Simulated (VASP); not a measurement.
# ZnO (P6_3mc) in VASP: notebook, part 2 of 2

VASP 6.6.1. Earlier steps stand in the parts before.

**5. Single point, PBEsol (strain +0.000 along x and y, -0.050 along z)**

Input file INCAR:

```
SYSTEM = ZnO
ALGO = Normal
EDIFF = 1E-6
ENCUT = 910
GGA = PS
GGA_COMPAT = .FALSE.
ISIF = 2
ISMEAR = 0
LASPH = .TRUE.
LCHARG = .TRUE.
LELF = .TRUE.
LREAL = .FALSE.
LVHAR = .TRUE.
LWAVE = .FALSE.
NBANDS = 26
NELM = 120
PREC = Accurate
SIGMA = 0.05
```

Input file KPOINTS:

```
k-points
0
G
  9 9 6
  0 0 0
```

Input file POSCAR:

```
ZnO
1.0
    3.2493987239      0.0000000000      0.0000000000
   -1.6246993619      2.8140618419      0.0000000000
    0.0000000000      0.0000000000      4.9436100000
Zn O
2 2
Direct
    0.3333333333      0.6666666667      0.0000000000
    0.6666666667      0.3333333333      0.5000000000
    0.3333333333      0.6666666667      0.3821000000
    0.6666666667      0.3333333333      0.8821000000
```

Potentials or basis: VASP PAW PBE potentials, release 64 (Zn, O_h).

Started as:

```bash
cat potpaw_PBE.64/Zn/POTCAR potpaw_PBE.64/O_h/POTCAR > POTCAR
mpirun -np 1 vasp_std > vasp.out
```

OUTCAR:

```text
SYSTEM = ZnO
   EDIFF = 1E-6
   ENCUT = 910
   GGA = PS
   ISIF = 2
   ISMEAR = 0
   LASPH = .TRUE.
   LREAL = .FALSE.
   NELM = 120
   PREC = Accurate

 ion  position               nearest neighbor table
   1  0.333  0.667  0.000-   3 1.89   4 1.96   4 1.96   4 1.96
   2  0.667  0.333  0.500-   4 1.89   3 1.96   3 1.96   3 1.96
   3  0.333  0.667  0.382-   1 1.89   2 1.96   2 1.96   2 1.96
   4  0.667  0.333  0.882-   2 1.89   1 1.96   1 1.96   1 1.96

  LATTYP: Found a hexagonal cell.
 ALAT       =     3.2493987239
 C/A-ratio  =     1.5213922390

  Lattice vectors:

 A1 = (   3.2493987239,   0.0000000000,   0.0000000000)
 A2 = (  -1.6246993619,   2.8140618419,   0.0000000000)
 A3 = (   0.0000000000,   0.0000000000,   4.9436100000)

Analysis of symmetry for initial positions (statically):
=====================================================================
 Subroutine PRICEL returns:
 Original cell was already a primitive cell.

 Routine SETGRP: Setting up the symmetry group for a
 hexagonal supercell.
[... 167 lines left out ...]
  ---------------------------------------------------
  ext. energy  EPLUGINS =         0.00000000
  ---------------------------------------------------
  free energy    TOTEN  =       -19.29940447 eV

  energy without entropy =      -19.29940447  energy(sigma->0) =      -19.29940447

 E-fermi :   2.1197     XC(G=0): -11.4659

 val. band max:        1.8215956953   @ k =   0.0000   0.0000   0.0000
 cond. band min:       2.6406970687   @ k =   0.0000   0.0000   0.0000
 fundamental gap:      0.8191013734
 Fermi energy:         2.1196523560

 k-point     1 :       0.0000    0.0000    0.0000
  band No.  band energies     occupation
      1     -16.6112      2.00000
      2     -15.6859      2.00000
      3      -4.1251      2.00000
      4      -4.0921      2.00000
      5      -4.0921      2.00000
      6      -4.0220      2.00000
[... 685 lines left out ...]
     25      15.2929      0.00000
     26      16.4982      0.00000

 [... further k-points ...]
[... 5 lines left out ...]
  --------------------------------------------------------------------------------------
  -------------------------------------------------------------------------------------
  Total        0.8579583      0.8579583      5.0087399      0.0000000      0.0000000      0.0000000
  in kB       30.4085636     30.4085636    177.5244680      0.0000000      0.0000000      0.0000000
  external PRESSURE =      79.4471984 kB  Pullay stress =       0.0000000 kB

 VOLUME and BASIS-vectors are now :
 -----------------------------------------------------------------------------
  energy-cutoff  :      910.00
  volume of cell :       45.20
      direct lattice vectors                 reciprocal lattice vectors
     3.249398724  0.000000000  0.000000000     0.307749244  0.177679109  0.000000000
    -1.624699362  2.814061842  0.000000000     0.000000000  0.355358217  0.000000000
     0.000000000  0.000000000  4.943610000     0.000000000  0.000000000  0.202281329

 POSITION                                       TOTAL-FORCE (eV/Angst)
 -----------------------------------------------------------------------------------
     -0.00000      1.87604      0.00000         0.000000     -0.000000     -0.646199
      1.62470      0.93802      2.47180        -0.000000      0.000000     -0.646199
     -0.00000      1.87604      1.88895        -0.000000      0.000000      0.646199
      1.62470      0.93802      4.36076         0.000000      0.000000      0.646199
 -----------------------------------------------------------------------------------
    total drift:                               -0.000001     -0.000000     -0.001667

  FREE ENERGIE OF THE ION-ELECTRON SYSTEM (eV)
  ---------------------------------------------------
  free  energy   TOTEN  =       -19.2994044689 eV

  energy  without entropy=      -19.2994044689  energy(sigma->0) =      -19.29940447
```

OSZICAR:

```text
N       E                     dE             d eps       ncg     rms          rms(c)
DAV:   1     0.392248665830E+03    0.39225E+03   -0.25374E+04  2528   0.301E+03
DAV:   2     0.449622341329E+02   -0.34729E+03   -0.32528E+03  2576   0.554E+02
DAV:   3    -0.187387377242E+02   -0.63701E+02   -0.61548E+02  2920   0.193E+02
DAV:   4    -0.220678454050E+02   -0.33291E+01   -0.32995E+01  2686   0.479E+01
DAV:   5    -0.221004185547E+02   -0.32573E-01   -0.32554E-01  2810   0.475E+00    0.155E+01
DAV:   6    -0.191703480533E+02    0.29301E+01   -0.52184E+00  4170   0.586E+01    0.995E+00
DAV:   7    -0.193499054577E+02   -0.17956E+00   -0.25832E+00  2832   0.154E+01    0.591E+00
DAV:   8    -0.193417748619E+02    0.81306E-02   -0.48865E-01  3526   0.676E+00    0.173E+00
DAV:   9    -0.192976711835E+02    0.44104E-01   -0.78264E-02  3554   0.536E+00    0.433E-01
DAV:  10    -0.192993167501E+02   -0.16456E-02   -0.40416E-02  2514   0.154E+00    0.103E-01
DAV:  11    -0.192994094900E+02   -0.92740E-04   -0.86685E-04  3182   0.387E-01    0.398E-02
DAV:  12    -0.192994065726E+02    0.29174E-05   -0.20782E-04  2912   0.300E-01    0.176E-02
DAV:  13    -0.192994081962E+02   -0.16236E-05   -0.16774E-05  3344   0.993E-02    0.183E-02
DAV:  14    -0.192994045033E+02    0.36929E-05   -0.64246E-06  3132   0.270E-02    0.453E-03
DAV:  15    -0.192994044689E+02    0.34409E-07   -0.13615E-06  1332   0.113E-02
   1 F= -.19299404E+02 E0= -.19299404E+02  d E =-.522798E-19
```

Wall time 53 s (1 thread of AMD EPYC 9R45 (Zen 5), shared host); peak memory 0.25 GiB.

Results:

```yaml
Free_energy: -19.2994 eV
Pressure: 7.9 GPa
Largest_force: 0.646 eV/Å
Band_gap_on_the_k_mesh: 0.82 eV, direct
```

Forces in eV/Å, atoms in the order of the input:
```
Zn   0.000  0.000 -0.646
Zn   0.000  0.000 -0.646
O    0.000  0.000  0.646
O    0.000  0.000  0.646
```

Caveat: the cell differs from its parent crystal (strain +0.000 along x and y, -0.050 along z); the cutoff is under 1.25 times the usual one of these potentials, so pressure, stress and relaxed cells hold a basis-set (Pulay) error; the PAW data sets were made with another functional, which shifts forces and pressure a little.

**6. Single point, PBEsol (strain -0.050 along x and y, +0.025 along z)**

Input file INCAR:

```
SYSTEM = ZnO
PREC     = Accurate       ! precision mode
ENCUT    = 910            ! plane-wave cutoff, eV
EDIFF    = 1E-6           ! SCF threshold, eV
ISMEAR   = 0              ! smearing method
SIGMA    = 0.05           ! smearing width, eV
LREAL    = .FALSE.        ! projectors in reciprocal space
LASPH    = .TRUE.         ! aspherical terms in the spheres
NELM     = 120            ! most SCF steps
ALGO     = Normal         ! electronic algorithm
ISIF     = 2              ! what is computed and relaxed
LWAVE    = .FALSE.        ! write WAVECAR
LCHARG   = .FALSE.        ! write CHGCAR
GGA      = PS             ! functional
NBANDS   = 26             ! bands
GGA_COMPAT= .FALSE.
```

Input file KPOINTS:

```
Automatic mesh
0
G
  9 9 6
  0 0 0
```

Input file POSCAR:

```
ZnO
1.0
    3.0869287877      0.0000000000      0.0000000000
   -1.5434643938      2.6733587498      0.0000000000
    0.0000000000      0.0000000000      5.3338950000
Zn O
2 2
Direct
    0.3333333333      0.6666666667      0.0000000000
    0.6666666667      0.3333333333      0.5000000000
    0.3333333333      0.6666666667      0.3821000000
    0.6666666667      0.3333333333      0.8821000000
```

Potentials or basis: VASP PAW PBE potentials, release 64 (Zn, O_h).

Started as:

```bash
cat potpaw_PBE.64/Zn/POTCAR potpaw_PBE.64/O_h/POTCAR > POTCAR
mpirun -np 1 vasp_std > vasp.out
```

Wall time 61 s (1 thread of Intel Xeon 6975P-C (Granite Rapids), shared host); peak memory 0.26 GiB.

The run converged. Its results:

* Free energy: -19.1456 eV
* Pressure: 14.1 GPa
* Largest force: 0.840 eV/Å
* Band gap on the k mesh: 0.64 eV, direct

Forces in eV/Å, atoms in the order of the input:
```
Zn   0.000  0.000  0.840
Zn   0.000  0.000  0.840
O    0.000  0.000 -0.840
O    0.000  0.000 -0.840
```

Stress tensor (GPa, compression positive):
```
21.00  0.00  0.00
 0.00 21.00  0.00
 0.00  0.00  0.31
```

Levels at points of the mesh, in eV from the valence-band top:
```
           k point  band 15  band 16  band 17  band 18  band 19  band 20  band 21  band 22
(0.00, 0.00, 0.00)    -0.70    -0.38     0.00     0.00     0.64     5.54     7.60    12.88
(0.00, 0.00, 0.50)    -0.35    -0.35    -0.35    -0.35     3.37     3.37     9.63     9.63
```

Caveat: the cell differs from its parent crystal (strain -0.050 along x and y, +0.025 along z); the cutoff is under 1.25 times the usual one of these potentials, so pressure, stress and relaxed cells hold a basis-set (Pulay) error; the PAW data sets were made with another functional, which shifts forces and pressure a little.

**7. Summary**

| cell | gap on the mesh (eV) | pressure (GPa) | largest force (eV/Å) |
| --- | --- | --- | --- |
| a = 3.168, b = 3.168, c = 5.464 Å, angles 90.0, 90.0, 120.0°, 4 atoms | 0.57 | 0.7 | 0.52 |
| a = 3.087, b = 3.087, c = 5.074 Å, angles 90.0, 90.0, 120.0°, 4 atoms | 0.82 | 23.8 | 0.44 |
| a = 3.087, b = 3.087, c = 5.464 Å, angles 90.0, 90.0, 120.0°, 4 atoms | 0.55 | 10.4 | 0.90 |
| a = 3.249, b = 3.249, c = 4.944 Å, angles 90.0, 90.0, 120.0°, 4 atoms | 0.82 | 7.9 | 0.65 |
| a = 3.087, b = 3.087, c = 5.334 Å, angles 90.0, 90.0, 120.0°, 4 atoms | 0.64 | 14.1 | 0.84 |

Alike in all rows: task single point; level PBEsol; potentials or basis VASP PAW PBE potentials, release 64 (Zn, O_h); no spin polarisation; k mesh 9 × 9 × 6; cutoff (eV) 910; smearing gaussian 0.05 eV.

Caveats: the cutoff is under 1.25 times the usual one of these potentials, so pressure, stress and relaxed cells hold a basis-set (Pulay) error; the PAW data sets were made with another functional, which shifts forces and pressure a little.

Absolute energies hang on the potentials; compare differences alone.
